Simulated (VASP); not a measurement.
# Cd2Se (F-43m) in VASP: notebook

Cd2Se is run at these levels: PBE; tasks: single point, relaxation of cell and atoms.

Everything below comes from runs of VASP 6.6.1. Logs are shortened: lines on timing, memory, paths and dates and some standing lists are left out, and cuts for length are marked.

**1. The cell of the first run**

Symmetry: F-43m, No. 216, cubic system. Conventional cell: a = 6.820 Å, b = 6.820 Å, c = 6.820 Å, α = 90.00°, β = 90.00°, γ = 90.00°. Within 3.9 Å of Cd (site symmetry -43m) lie 4 Cd at 2.95 Å and 6 Se at 3.41 Å. Cd (site symmetry -43m) has 4 Cd at 2.95 Å and 4 Se at 2.95 Å within 3.9 Å. Within 3.9 Å of Se (site symmetry -43m) lie 10 Cd at 2.95 to 3.41 Å.

**2. Single point, PBE**

File INCAR:

```
ALGO = Normal ; EDIFF = 1E-6
ENCUT = 520 ; GGA = PE
ISIF = 2 ; ISMEAR = 0
LASPH = True ; LCHARG = True
LELF = True ; LREAL = False
LVHAR = True ; LWAVE = False
NBANDS = 22 ; NELM = 60
PREC = Accurate ; SIGMA = 0.1
```

File KPOINTS:

```
k-points
0
Gamma
  4 4 4
```

File POSCAR:

```
Cd2Se
1.0
    0.0000000000      3.4101120962      3.4101120962
    3.4101120962      0.0000000000      3.4101120962
    3.4101120962      3.4101120962      0.0000000000
Cd Se
2 1
Direct
    0.0000000000      0.0000000000      0.0000000000
    0.2500000000      0.2500000000      0.2500000000
    0.5000000000      0.5000000000      0.5000000000
```

Potentials or basis: VASP PAW PBE potentials, release 64 (Cd, Se).

Started as:

```bash
> cat potpaw_PBE.64/Cd/POTCAR potpaw_PBE.64/Se/POTCAR > POTCAR
> mpirun -np 1 vasp_std > vasp.out
```

OUTCAR:

```text
EDIFF = 1E-6
   ENCUT = 520
   GGA = PE
   ISIF = 2
   ISMEAR = 0
   LASPH = True
   LREAL = False
   NELM = 60
   PREC = Accurate

 ion  position               nearest neighbor table
   1  0.000  0.000  0.000-   2 2.95   2 2.95   2 2.95   2 2.95
   2  0.250  0.250  0.250-   1 2.95   1 2.95   1 2.95   3 2.95   3 2.95   3 2.95   3 2.95   1 2.95

   3  0.500  0.500  0.500-   2 2.95   2 2.95   2 2.95   2 2.95

  LATTYP: Found a face centered cubic cell.
 ALAT       =     6.8202241924

  Lattice vectors:

 A1 = (   0.0000000000,   3.4101120962,   3.4101120962)
 A2 = (   3.4101120962,   0.0000000000,   3.4101120962)
 A3 = (   3.4101120962,   3.4101120962,   0.0000000000)

Analysis of symmetry for initial positions (statically):
=====================================================================
 Subroutine PRICEL returns:
 Original cell was already a primitive cell.

 Routine SETGRP: Setting up the symmetry group for a
 face centered cubic supercell.

 Subroutine GETGRP returns: Found 24 space group operations
 (whereof 24 operations were pure point group operations)
 out of a pool of 48 trial point group operations.

The static configuration has the point symmetry T_d .

Analysis of symmetry for dynamics (positions and initial velocities):
=====================================================================
 Subroutine PRICEL returns:
 Original cell was already a primitive cell.

 Routine SETGRP: Setting up the symmetry group for a
 face centered cubic supercell.

 Subroutine GETGRP returns: Found 24 space group operations
 (whereof 24 operations were pure point group operations)
 out of a pool of 48 trial point group operations.

The dynamic configuration has the point symmetry T_d .

 Subroutine INISYM returns: Found 24 space group operations
 (whereof 24 operations are pure point group operations),
 and found     1 'primitive' translations

----------------------------------------------------------------------------------------

                                     Primitive cell

  volume of cell :      79.3115

[... 64 lines left out ...]
   PREC   = accura    normal or accurate (medium, high low for compatibility)
   ISTART =      0    job   : 0-new  1-cont  2-samecut
   ICHARG =      2    charge: 1-file 2-atom 10-const
   ISPIN  =      1    spin polarized calculation?
   LNONCOLLINEAR =      F non collinear calculations
   LSORBIT =      F    spin-orbit coupling
   LASPH  =      T    aspherical Exc in radial PAW
   ENCUT  =  520.0 eV  38.22 Ry    6.18 a.u.   8.97  8.97  8.97*2*pi/ulx,y,z
   NELM   =     60;   NELMIN=  2; NELMDL= -5     # of ELM steps
   EDIFF  = 0.1E-05   stopping-criterion for ELM
   LREAL  =      F    real-space projection
   EDIFFG = 0.1E-04   stopping-criterion for IOM
   NSW    =      0    number of steps for IOM
   IBRION =     -1    ionic relax: 0-MD 1-quasi-New 2-CG
   NFREE  =      0    steps in history (QN), initial steepest desc. (CG)
   ISIF   =      2    stress and relaxation
   ISYM   =      2    0-nonsym 1-usesym 2-fastsym
   POTIM  = 0.5000    time-step for ionic-motion
   TEBEG  =    0.0;   TEEND  =   0.0 temperature during run
   PSTRESS=    0.0 pullay stress
   NELECT =      30.0000    total number of electrons
   NUPDOWN=      -1.0000    fix difference up-down
   EMIN   =  10.00;   EMAX   =-10.00  energy-range for DOS
   EFERMI =   0.00;   METHOD = LEGACY
   ISMEAR =     0;   SIGMA  =   0.10  broadening in eV -4-tet -1-fermi 0-gaus
   EFERMI_NEDOS =   21; number of points for ismear=-14 and -15
   IALGO  =     38    algorithm
   IMIX   =      4    mixing-type and parameters
     AMIX     =   0.40;   BMIX     =  1.00
     AMIX_MAG =   1.60;   BMIX_MAG =  1.00
  volume/ion in A,a.u.               =      26.44       178.41
  Fermi-wavevector in a.u.,A,eV,Ry     =   1.183959  2.237358 19.072082  1.401758
  Thomas-Fermi vector in A             =   2.320183
   LORBIT       =      0    0 simple, 1 ext, 2 COOP (PROOUT), +10 PAW based schemes
   GGA     = PE    functional components
   LHFCALC =     F    Hartree Fock is set to
   AEXX    =    0.0000 exact exchange contribution
   IVDW    =     0    specifies the selected vdW correction
   LEPSILON=     F    determine dielectric tensor
   LRPA    =     F    only Hartree local field effects (RPA)
 non-spin polarized calculation
 Gauss-broadening in eV      SIGMA  =   0.10
  energy-cutoff  :      520.00
  volume of cell :       79.31
 maximum number of plane-waves:      2148
   NGX = 17   NGY = 17   NGZ = 17

 number of electron      29.9999995 magnetization

 Free energy of the ion-electron system (eV)
  ---------------------------------------------------
  ext. energy  EPLUGINS =         0.00000000
  ---------------------------------------------------
  free energy    TOTEN  =        -5.15640559 eV

  energy without entropy =       -5.15292435  energy(sigma->0) =       -5.15466497

 E-fermi :   2.1920     XC(G=0):  -9.5637

 val. band max:        2.0576138606   @ k =  -0.2500   0.2500   0.0000
 cond. band min:       2.3262864180   @ k =  -0.2500   0.2500   0.0000
 fundamental gap:      0.2686725574
 Fermi energy:         2.1919506677

 k-point     1 :       0.0000    0.0000    0.0000
  band No.  band energies     occupation
      1     -11.1164      2.00000
      2      -7.0156      2.00000
      3      -7.0156      2.00000
      4      -7.0156      2.00000
      5      -6.9129      2.00000
      6      -6.9129      2.00000
[... 189 lines left out ...]
     21      10.7705      0.00000
     22      10.8736      0.00000

------------------------ aborting loop because EDIFF is reached ----------------------------------------

  FORCE on cell =-STRESS in cart. coord.  units (eV):
  Direction    XX          YY          ZZ          XY          YZ          ZX
  --------------------------------------------------------------------------------------
  -------------------------------------------------------------------------------------
  Total        0.0799549      0.0799549      0.0799549     -0.0000000      0.0000000      0.0000000
  in kB        1.6151750      1.6151750      1.6151750     -0.0000000      0.0000000      0.0000000
  external PRESSURE =       1.6151750 kB  Pullay stress =       0.0000000 kB

 VOLUME and BASIS-vectors are now :
 -----------------------------------------------------------------------------
  energy-cutoff  :      520.00
  volume of cell :       79.31
      direct lattice vectors                 reciprocal lattice vectors
     0.000000000  3.410112096  3.410112096    -0.146622746  0.146622746  0.146622746
     3.410112096  0.000000000  3.410112096     0.146622746 -0.146622746  0.146622746
     3.410112096  3.410112096  0.000000000     0.146622746  0.146622746 -0.146622746

 POSITION                                       TOTAL-FORCE (eV/Angst)
 -----------------------------------------------------------------------------------
      0.00000      0.00000      0.00000         0.000000      0.000000      0.000000
      1.70506      1.70506      1.70506        -0.000000     -0.000000     -0.000000
      3.41011      3.41011      3.41011        -0.000000     -0.000000     -0.000000
 -----------------------------------------------------------------------------------
    total drift:                               -0.000000     -0.000000     -0.000000

  FREE ENERGIE OF THE ION-ELECTRON SYSTEM (eV)
  ---------------------------------------------------
  free  energy   TOTEN  =        -5.1564055896 eV

  energy  without entropy=       -5.1529243501  energy(sigma->0) =       -5.15466497
```

OSZICAR:

```text
N       E                     dE             d eps       ncg     rms          rms(c)
DAV:   1     0.206188819072E+03    0.20619E+03   -0.15370E+04   360   0.128E+03
DAV:   2     0.260792642061E+01   -0.20358E+03   -0.19414E+03   382   0.326E+02
DAV:   3    -0.556242497602E+01   -0.81704E+01   -0.81338E+01   424   0.665E+01
DAV:   4    -0.560634795250E+01   -0.43923E-01   -0.43920E-01   358   0.457E+00
DAV:   5    -0.560658631890E+01   -0.23837E-03   -0.23836E-03   436   0.306E-01    0.538E+00
DAV:   6    -0.515573707792E+01    0.45085E+00   -0.15876E+00   394   0.915E+00    0.450E+00
DAV:   7    -0.515892714441E+01   -0.31901E-02   -0.11411E-01   382   0.257E+00    0.233E+00
DAV:   8    -0.515658329603E+01    0.23438E-02   -0.13315E-02   370   0.885E-01    0.287E-01
DAV:   9    -0.515630541473E+01    0.27788E-03   -0.28403E-03   400   0.301E-01    0.670E-02
DAV:  10    -0.515638844603E+01   -0.83031E-04   -0.19470E-04   370   0.115E-01    0.343E-02
DAV:  11    -0.515640470268E+01   -0.16257E-04   -0.15736E-05   382   0.277E-02    0.370E-03
DAV:  12    -0.515640558957E+01   -0.88689E-06   -0.68708E-07   270   0.563E-03
   1 F= -.51564056E+01 E0= -.51546650E+01  d E =-.348124E-02
```

Wall time 12 s (1 thread of Intel Xeon Platinum 8488C (Sapphire Rapids), shared host); peak memory 0.2 GiB.

Results:

```yaml
Free_energy: -5.1564 eV
Pressure: 0.2 GPa
Band_gap_on_the_k_mesh: 0.27 eV, direct
```

Levels at points of the mesh, in eV from the valence-band top:
```csv
k point,band 12,band 13,band 14,band 15,band 16,band 17,band 18,band 19
"(0.00, 0.00, 0.00)",-4.30,-1.94,-1.94,-1.94,3.27,3.27,3.27,4.31
"(0.50, 0.00, 0.00)",-5.74,-2.16,-2.16,-1.27,1.01,2.23,2.23,5.44
"(0.50, 0.50, 0.00)",-5.10,-3.28,-3.28,-2.57,1.17,4.45,4.48,4.48
```

**3. Single point, PBE**

This run uses another cell than the first one, of 27.79 Å³/atom, 1.051 times its volume.

File INCAR:

```
PREC = Accurate ; ENCUT = 520
EDIFF = 1E-6 ; ISMEAR = 0
SIGMA = 0.1 ; LREAL = F
LASPH = T ; NELM = 60
ALGO = Normal ; ISIF = 2
LWAVE = F ; LCHARG = F
GGA = PE ; NBANDS = 22
```

File KPOINTS:

```
Automatic mesh
0
Gamma
  4 4 4
```

File POSCAR:

```
Cd2Se
1.0
    0.0000000000      3.4672114300      3.4672114300
    3.4672114300      0.0000000000      3.4672114300
    3.4672114300      3.4672114300      0.0000000000
Cd Se
2 1
Direct
    0.0000000000      0.0000000000      0.0000000000
    0.2500000000      0.2500000000      0.2500000000
    0.5000000000      0.5000000000      0.5000000000
```

Potentials or basis: VASP PAW PBE potentials, release 64 (Cd, Se).

Started as:

```bash
> cat potpaw_PBE.64/Cd/POTCAR potpaw_PBE.64/Se/POTCAR > POTCAR
> mpirun -np 1 vasp_std > vasp.out
```

OUTCAR:

```text
PREC = Accurate
   ENCUT = 520
   EDIFF = 1E-6
   ISMEAR = 0
   LREAL = F
   LASPH = T
   NELM = 60
   ISIF = 2
   GGA = PE

 ion  position               nearest neighbor table
   1  0.000  0.000  0.000-   2 3.00   2 3.00   2 3.00   2 3.00
   2  0.250  0.250  0.250-   1 3.00   1 3.00   1 3.00   1 3.00   3 3.00   3 3.00   3 3.00   3 3.00

   3  0.500  0.500  0.500-   2 3.00   2 3.00   2 3.00   2 3.00

  LATTYP: Found a face centered cubic cell.
 ALAT       =     6.9344228600

  Lattice vectors:

 A1 = (   0.0000000000,   3.4672114300,   3.4672114300)
 A2 = (   3.4672114300,   0.0000000000,   3.4672114300)
 A3 = (   3.4672114300,   3.4672114300,   0.0000000000)

Analysis of symmetry for initial positions (statically):
=====================================================================
 Subroutine PRICEL returns:
 Original cell was already a primitive cell.

 Routine SETGRP: Setting up the symmetry group for a
 face centered cubic supercell.

 Subroutine GETGRP returns: Found 24 space group operations
 (whereof 24 operations were pure point group operations)
 out of a pool of 48 trial point group operations.

The static configuration has the point symmetry T_d .

Analysis of symmetry for dynamics (positions and initial velocities):
=====================================================================
 Subroutine PRICEL returns:
 Original cell was already a primitive cell.

 Routine SETGRP: Setting up the symmetry group for a
 face centered cubic supercell.

 Subroutine GETGRP returns: Found 24 space group operations
[... 97 lines left out ...]
   TEBEG  =    0.0;   TEEND  =   0.0 temperature during run
   PSTRESS=    0.0 pullay stress
   NELECT =      30.0000    total number of electrons
   NUPDOWN=      -1.0000    fix difference up-down
   EMIN   =  10.00;   EMAX   =-10.00  energy-range for DOS
   EFERMI =   0.00;   METHOD = LEGACY
   ISMEAR =     0;   SIGMA  =   0.10  broadening in eV -4-tet -1-fermi 0-gaus
   EFERMI_NEDOS =   21; number of points for ismear=-14 and -15
   IALGO  =     38    algorithm
   IMIX   =      4    mixing-type and parameters
     AMIX     =   0.40;   BMIX     =  1.00
     AMIX_MAG =   1.60;   BMIX_MAG =  1.00
  volume/ion in A,a.u.               =      27.79       187.52
  Fermi-wavevector in a.u.,A,eV,Ry     =   1.164461  2.200512 18.449082  1.355969
  Thomas-Fermi vector in A             =   2.300999
   LORBIT       =      0    0 simple, 1 ext, 2 COOP (PROOUT), +10 PAW based schemes
   GGA     = PE    functional components
   LHFCALC =     F    Hartree Fock is set to
   AEXX    =    0.0000 exact exchange contribution
   IVDW    =     0    specifies the selected vdW correction
   LEPSILON=     F    determine dielectric tensor
   LRPA    =     F    only Hartree local field effects (RPA)
 non-spin polarized calculation
 Gauss-broadening in eV      SIGMA  =   0.10
  energy-cutoff  :      520.00
  volume of cell :       83.36
 maximum number of plane-waves:      2272
   NGX = 19   NGY = 19   NGZ = 19

 number of electron      30.0000018 magnetization

 Free energy of the ion-electron system (eV)
  ---------------------------------------------------
  ext. energy  EPLUGINS =         0.00000000
  ---------------------------------------------------
  free energy    TOTEN  =        -5.13592284 eV

  energy without entropy =       -5.12897115  energy(sigma->0) =       -5.13244699

 E-fermi :   1.7970     XC(G=0):  -9.3263

 val. band max:        1.6915482978   @ k =  -0.2500   0.2500   0.0000
 cond. band min:       1.9025459987   @ k =  -0.2500   0.2500   0.0000
 fundamental gap:      0.2109977009
 Fermi energy:         1.7970472817

 k-point     1 :       0.0000    0.0000    0.0000
  band No.  band energies     occupation
      1     -11.2382      2.00000
      2      -7.2526      2.00000
      3      -7.2525      2.00000
      4      -7.2525      2.00000
      5      -7.1587      2.00000
      6      -7.1587      2.00000
[... 189 lines left out ...]
     21      10.2081      0.00000
     22      10.2560      0.00000

------------------------ aborting loop because EDIFF is reached ----------------------------------------

  FORCE on cell =-STRESS in cart. coord.  units (eV):
  Direction    XX          YY          ZZ          XY          YZ          ZX
  --------------------------------------------------------------------------------------
  -------------------------------------------------------------------------------------
  Total       -0.8797016     -0.8797016     -0.8797016     -0.0000000      0.0000000     -0.0000000
  in kB      -16.9073284    -16.9073284    -16.9073284     -0.0000000      0.0000000     -0.0000000
  external PRESSURE =     -16.9073284 kB  Pullay stress =       0.0000000 kB

 VOLUME and BASIS-vectors are now :
 -----------------------------------------------------------------------------
  energy-cutoff  :      520.00
  volume of cell :       83.36
      direct lattice vectors                 reciprocal lattice vectors
     0.000000000  3.467211430  3.467211430    -0.144208108  0.144208108  0.144208108
     3.467211430  0.000000000  3.467211430     0.144208108 -0.144208108  0.144208108
     3.467211430  3.467211430  0.000000000     0.144208108  0.144208108 -0.144208108

 POSITION                                       TOTAL-FORCE (eV/Angst)
 -----------------------------------------------------------------------------------
      0.00000      0.00000      0.00000         0.000000      0.000000      0.000000
      1.73361      1.73361      1.73361        -0.000000     -0.000000     -0.000000
      3.46721      3.46721      3.46721        -0.000000      0.000000     -0.000000
 -----------------------------------------------------------------------------------
    total drift:                               -0.000000     -0.000000     -0.000000

  FREE ENERGIE OF THE ION-ELECTRON SYSTEM (eV)
  ---------------------------------------------------
  free  energy   TOTEN  =        -5.1359228391 eV

  energy  without entropy=       -5.1289711505  energy(sigma->0) =       -5.13244699
```

stdout:

```text
POSCAR found type information on POSCAR CdSe
 POSCAR found :  2 types and       3 ions
 scaLAPACK will be used
 LDA part: xc-table for (Slater+PW92), standard interpolation
 POSCAR, INCAR and KPOINTS ok, starting setup
 FFT: planning ... GRIDC
 FFT: planning ... GRID_SOFT
 FFT: planning ... GRID
 WAVECAR not read
 entering main loop
```

It took 11 s on 1 thread of Intel Xeon Platinum 8488C (Sapphire Rapids), shared host; peak memory 0.2 GiB.

Results:

| Quantity | Value |
| --- | --- |
| Free energy | -5.1359 eV |
| Pressure | -1.7 GPa |
| Band gap on the k mesh | 0.21 eV, direct |

A k mesh can miss the band edges.

[end of part 1 of 2]
